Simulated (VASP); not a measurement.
# Ca (P2_1/m) in VASP: electric field gradients with PBE

Aim: the electric field gradients of Ca with PBE.

All numbers are computed with VASP 6.6.1; they aren't measurements. Logs are shortened: lines on timing, memory, paths and dates and some standing lists are left out, and cuts for length are marked.

**1. The cell of the first run**

The structure is monoclinic, space group P2_1/m (No. 11). The conventional cell has a = 3.980 Å, b = 6.520 Å, c = 3.980 Å, α = 90.00°, β = 120.00°, γ = 90.00°. Ca (site symmetry m) has 12 Ca at 3.91 to 4.10 Å within 5.1 Å.

**2. Electric field gradients, PBE (atom 1 (Ca) moved by [0.141421, 0.141421, 0.0] A)**

Input file INCAR:

```
ALGO = Normal
EDIFF = 1E-8
ENCUT = 520
GGA = PE
ISIF = 2
ISMEAR = -1
LASPH = True
LCHARG = False
LEFG = True
LREAL = False
LWAVE = False
NBANDS = 17
NELM = 60
PREC = Accurate
SIGMA = 0.08
```

Input file KPOINTS:

```
k-points
0
Gamma
  11 11 6
```

Input file POSCAR:

```
Ca
1.0
    3.9799995206      0.0000000000      0.0000000000
   -1.9899997603      3.4467806919      0.0000000000
    0.0000000000      0.0000000000      6.5200000000
Ca
2
Direct
    0.3893811924      0.7076965472      0.2500000000
    0.6666666667      0.3333333333      0.7500000000
```

Potentials or basis: VASP PAW PBE potentials, release 64 (Ca_sv).

Run with:

```sh
$ cat potpaw_PBE.64/Ca_sv/POTCAR > POTCAR
$ mpirun -np 1 vasp_std > vasp.out
```

OUTCAR:

```text
EDIFF = 1E-8
   ENCUT = 520
   GGA = PE
   ISIF = 2
   ISMEAR = -1
   LASPH = True
   LREAL = False
   NELM = 60
   PREC = Accurate

 ion  position               nearest neighbor table
   1  0.389  0.708  0.250-
   2  0.667  0.333  0.750-

  LATTYP: Found a hexagonal cell.
 ALAT       =     3.9799995206
 C/A-ratio  =     1.6381911521

  Lattice vectors:

 A1 = (   3.9799995206,   0.0000000000,   0.0000000000)
 A2 = (  -1.9899997603,   3.4467806919,   0.0000000000)
 A3 = (   0.0000000000,   0.0000000000,   6.5200000000)

Analysis of symmetry for initial positions (statically):
=====================================================================
 Subroutine PRICEL returns:
 Original cell was already a primitive cell.

 Routine SETGRP: Setting up the symmetry group for a
 hexagonal supercell.

 Subroutine GETGRP returns: Found  4 space group operations
 (whereof  1 operations were pure point group operations)
 out of a pool of 24 trial point group operations.

The static configuration has the point symmetry C_1 .
 The point group associated with its full space group is C_2h.

Analysis of symmetry for dynamics (positions and initial velocities):
=====================================================================
 Subroutine PRICEL returns:
 Original cell was already a primitive cell.

 Routine SETGRP: Setting up the symmetry group for a
 hexagonal supercell.

 Subroutine GETGRP returns: Found  4 space group operations
 (whereof  1 operations were pure point group operations)
 out of a pool of 24 trial point group operations.

The dynamic configuration has the point symmetry C_1 .
 The point group associated with its full space group is C_2h.

 Subroutine INISYM returns: Found  4 space group operations
 (whereof  1 operations are pure point group operations),
 and found     1 'primitive' translations

----------------------------------------------------------------------------------------

                                     Primitive cell

  volume of cell :      89.4426

  direct lattice vectors                    reciprocal lattice vectors
     3.979999521  0.000000000  0.000000000     0.251256312  0.145062899  0.000000000
    -1.989999760  3.446780692  0.000000000     0.000000000  0.290125798  0.000000000
     0.000000000  0.000000000  6.520000000     0.000000000  0.000000000  0.153374233

  length of vectors
     3.979999521  3.979999521  6.520000000     0.290125798  0.290125798  0.153374233

  position of ions in fractional coordinates (direct lattice)
     0.389381192  0.707696547  0.250000000
     0.666666667  0.333333333  0.750000000

  ion indices of the primitive-cell ions
   primitive index   ion index
                 1           1
                 2           2

----------------------------------------------------------------------------------------

 KPOINTS: k-points

Automatic generation of k-mesh.
 Grid dimensions read from file:
 generate k-points for:   11   11    6

 Generating k-lattice:

  Cartesian coordinates                     Fractional coordinates (reciprocal lattice)
     0.022841483  0.013187536  0.000000000     0.090909091 -0.000000000  0.000000000
     0.000000000  0.026375073  0.000000000     0.000000000  0.090909091  0.000000000
     0.000000000  0.000000000  0.025562372     0.000000000  0.000000000  0.166666667

  Length of vectors
     0.026375073  0.026375073  0.025562372

  Shift w.r.t. Gamma in fractional coordinates (k-lattice)
     0.000000000  0.000000000  0.000000000

 Subroutine IBZKPT returns following result:
 ===========================================

 Found    244 irreducible k-points:

 Following reciprocal coordinates:
            Coordinates               Weight
  0.000000  0.000000  0.000000      1.000000
  0.090909  0.000000  0.000000      2.000000
  0.000000  0.090909  0.000000      2.000000
 -0.090909  0.090909  0.000000      2.000000
  0.181818 -0.000000  0.000000      2.000000
  0.000000  0.181818  0.000000      2.000000
[... 16 lines left out ...]
 -0.181818  0.272727  0.000000      2.000000
  0.090909  0.181818  0.000000      2.000000
 [... further k-points ...]
   k-points           NKPTS =    244   k-points in BZ     NKDIM =    244   number of bands    NBANDS=     17
   number of dos      NEDOS =    301   number of ions     NIONS =      2
   total plane-waves  NPLWV =  43200
   dimension x,y,z NGX =    30 NGY =   30 NGZ =   48
   dimension x,y,z NGXF=    60 NGYF=   60 NGZF=   96
   ions per type =               2
   NGX,Y,Z   is equivalent  to a cutoff of  12.53, 12.53, 12.24 a.u.
   NGXF,Y,Z  is equivalent  to a cutoff of  25.06, 25.06, 24.48 a.u.
 SYSTEM =  unknown system
   PREC   = accura    normal or accurate (medium, high low for compatibility)
   ISTART =      0    job   : 0-new  1-cont  2-samecut
   ICHARG =      2    charge: 1-file 2-atom 10-const
   ISPIN  =      1    spin polarized calculation?
   LNONCOLLINEAR =      F non collinear calculations
   LSORBIT =      F    spin-orbit coupling
   LASPH  =      T    aspherical Exc in radial PAW
   ENCUT  =  520.0 eV  38.22 Ry    6.18 a.u.   7.40  7.40 12.12*2*pi/ulx,y,z
   NELM   =     60;   NELMIN=  2; NELMDL= -5     # of ELM steps
   EDIFF  = 0.1E-07   stopping-criterion for ELM
   LREAL  =      F    real-space projection
   EDIFFG = 0.1E-06   stopping-criterion for IOM
   NSW    =      0    number of steps for IOM
   IBRION =     -1    ionic relax: 0-MD 1-quasi-New 2-CG
   NFREE  =      0    steps in history (QN), initial steepest desc. (CG)
   ISIF   =      2    stress and relaxation
   ISYM   =      2    0-nonsym 1-usesym 2-fastsym
   POTIM  = 0.5000    time-step for ionic-motion
   TEBEG  =    0.0;   TEEND  =   0.0 temperature during run
   PSTRESS=    0.0 pullay stress
   NELECT =      20.0000    total number of electrons
   NUPDOWN=      -1.0000    fix difference up-down
   EMIN   =  10.00;   EMAX   =-10.00  energy-range for DOS
   EFERMI =   0.00;   METHOD = LEGACY
   ISMEAR =    -1;   SIGMA  =   0.08  broadening in eV -4-tet -1-fermi 0-gaus
   EFERMI_NEDOS =   21; number of points for ismear=-14 and -15
   IALGO  =     38    algorithm
   IMIX   =      4    mixing-type and parameters
     AMIX     =   0.40;   BMIX     =  1.00
     AMIX_MAG =   1.60;   BMIX_MAG =  1.00
  volume/ion in A,a.u.               =      44.72       301.79
  Fermi-wavevector in a.u.,A,eV,Ry     =   0.993658  1.877741 13.433785  0.987355
  Thomas-Fermi vector in A             =   2.125555
   LORBIT       =      0    0 simple, 1 ext, 2 COOP (PROOUT), +10 PAW based schemes
   GGA     = PE    functional components
   LHFCALC =     F    Hartree Fock is set to
   AEXX    =    0.0000 exact exchange contribution
   IVDW    =     0    specifies the selected vdW correction
   LEPSILON=     F    determine dielectric tensor
   LRPA    =     F    only Hartree local field effects (RPA)
 non-spin polarized calculation
  energy-cutoff  :      520.00
  volume of cell :       89.44
 maximum number of plane-waves:      2442
 NGX is ok and might be reduce to    30
   NGX = 15   NGY = 15   NGZ = 25

 number of electron      20.0000004 magnetization

 Free energy of the ion-electron system (eV)
  ---------------------------------------------------
  ext. energy  EPLUGINS =         0.00000000
  ---------------------------------------------------
  free energy    TOTEN  =        -3.86161292 eV

  energy without entropy =       -3.80982324  energy(sigma->0) =       -3.83571808

 E-fermi :   1.7733     XC(G=0):  -7.5572

 val. band max:        1.7695417158   @ k =   0.3636   0.3636   0.5000
 cond. band min:       1.7758805751   @ k =   0.4545  -0.0000   0.3333
 fundamental gap:      0.0063388593
 Fermi energy:         1.7733104337

 k-point     1 :       0.0000    0.0000    0.0000
  band No.  band energies     occupation
      1     -40.4050      2.00000
      2     -40.3947      2.00000
      3     -21.4361      2.00000
      4     -21.3516      2.00000
      5     -21.3398      2.00000
      6     -21.3311      2.00000
[... 9 lines left out ...]
     16       4.3376      0.00000
     17       4.5200      0.00000

 k-point     2 :       0.0909    0.0000    0.0000
  band No.  band energies     occupation
      1     -40.4043      2.00000
      2     -40.3943      2.00000
      3     -21.4335      2.00000
      4     -21.3537      2.00000
      5     -21.3467      2.00000
      6     -21.3369      2.00000
[... 9 lines left out ...]
     16       4.4165      0.00000
     17       4.4520      0.00000
[... 421 lines left out ...]
 k-point    24 :       0.0909    0.1818    0.0000
  band No.  band energies     occupation
      1     -40.4005      2.00000
      2     -40.3926      2.00000
      3     -21.4173      2.00000
      4     -21.3854      2.00000
      5     -21.3726      2.00000
      6     -21.3556      2.00000
[... 9 lines left out ...]
     16       4.5108      0.00000
     17       4.6090      0.00000

 [... further k-points ...]
[... 5 lines left out ...]
  --------------------------------------------------------------------------------------
  -------------------------------------------------------------------------------------
  Total       -0.6078976     -0.3601825     -0.4051707     -0.1310197      0.0000000      0.0000000
  in kB      -10.8892194     -6.4519201     -7.2577889     -2.3469458      0.0000000      0.0000000
  external PRESSURE =      -8.1996428 kB  Pullay stress =       0.0000000 kB

 VOLUME and BASIS-vectors are now :
 -----------------------------------------------------------------------------
  energy-cutoff  :      520.00
  volume of cell :       89.44
      direct lattice vectors                 reciprocal lattice vectors
     3.979999521  0.000000000  0.000000000     0.251256312  0.145062899  0.000000000
    -1.989999760  3.446780692  0.000000000     0.000000000  0.290125798  0.000000000
     0.000000000  0.000000000  6.520000000     0.000000000  0.000000000  0.153374233

 POSITION                                       TOTAL-FORCE (eV/Angst)
 -----------------------------------------------------------------------------------
      0.14142      2.43927      1.63000        -0.037122     -0.050427      0.000000
      1.99000      1.14893      4.89000         0.037122      0.050427     -0.000000
 -----------------------------------------------------------------------------------
    total drift:                               -0.000002     -0.000006     -0.000000

  FREE ENERGIE OF THE ION-ELECTRON SYSTEM (eV)
  ---------------------------------------------------
  free  energy   TOTEN  =        -3.8616129188 eV

  energy  without entropy=       -3.8098232404  energy(sigma->0) =       -3.83571808

 Electric field gradients (V/A^2)
---------------------------------------------------------------------
 ion       V_xx      V_yy      V_zz      V_xy      V_xz      V_yz
---------------------------------------------------------------------
   1       0.540     2.235    -2.775    -0.916    -0.000    -0.000
   2       0.540     2.235    -2.775    -0.916     0.000     0.000
---------------------------------------------------------------------

 Electric field gradients after diagonalization (V/A^2)
 (convention: |V_zz| > |V_xx| > |V_yy|)
----------------------------------------------------------------------
 ion       V_xx      V_yy      V_zz     asymmetry (V_yy - V_xx)/ V_zz
----------------------------------------------------------------------
   1       2.635     0.140    -2.775       0.899
   2       2.635     0.140    -2.775       0.899
----------------------------------------------------------------------

           NMR quadrupolar parameters

 Cq : quadrupolar parameter    Cq=e*Q*V_zz/h
 eta: asymmetry parameters     (V_yy - V_xx)/ V_zz
 Q  : nuclear electric quadrupole moment in mb (millibarn)
----------------------------------------------------------------------
 ion       Cq(MHz)       eta       Q (mb)
----------------------------------------------------------------------
   1      -0.007       0.899       1.000
   2      -0.007       0.899       1.000
----------------------------------------------------------------------
```

Run time: 4.9 min. Hardware: 1 thread of Oxide Virtual Turin-like, shared host; peak memory 0.39 GiB.

Results:

- Free energy: -3.8616 eV
- Pressure: -0.8 GPa
- Largest force: 0.063 eV/Å
- Band gap on the k mesh: zero (band 10 reaches 1.99 eV, above the bottom of band 11 at 1.53 eV)

Forces in eV/Å, atoms in the order of the input:
```
Ca  -0.037 -0.050  0.000
Ca   0.037  0.050  0.000
```

Electric field gradients, principal values (V/Å²):
```csv
atom,least,middle,greatest (by size)
1 Ca,0.140,2.635,-2.775
2 Ca,0.140,2.635,-2.775
```

Caveat: the cell differs from its parent crystal (atom 1 (Ca) moved by [0.141421, 0.141421, 0.0] A); without QUAD_EFG the Cq values of the log hold for a quadrupole moment of 1 mb, not for the nuclei.
